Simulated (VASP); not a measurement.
SiC (sol), 4 atoms in the cell. It takes space group P6_3mc (No. 186, hexagonal). Conventional cell: a = 3.076 Å, b = 3.076 Å, c = 5.048 Å, α = 90.00°, β = 90.00°, γ = 120.00°. Si (site symmetry 3m) has 4 C at 1.88 to 1.89 Å within 2.5 Å. Within 2.5 Å of C (site symmetry 3m) lie 4 Si at 1.88 to 1.89 Å. 

```yaml
Program: VASP 6.6.1
Task: single point
Functional: PBEsol
Potentials_or_basis: VASP PAW PBE potentials, release 64 (Si, C)
Cutoff: 520 eV
k_mesh: 6 × 6 × 4
Occupations: gaussian, width 0.1 eV
Spin: no spin polarisation
Dipole_correction: no
Further_INCAR_settings: ALGO = Normal; EDIFF = 1e-06; NBANDS = 16
```

Potentials or basis: VASP PAW PBE potentials, release 64 (Si, C).

The run is started by

```console
$ cat potpaw_PBE.64/Si/POTCAR potpaw_PBE.64/C/POTCAR > POTCAR
$ mpirun -np 1 vasp_std > vasp.out
```

Hardware: 1 thread of Intel Xeon 6975P-C, with other jobs on the host.

**Question.** How long does it take, and how much memory?

**Answer.** Wall time 4.8 s on 1 thread of Intel Xeon 6975P-C, with other jobs on the host, peak memory 0.15 GiB. Counts: scf iterations 12, k points 21.
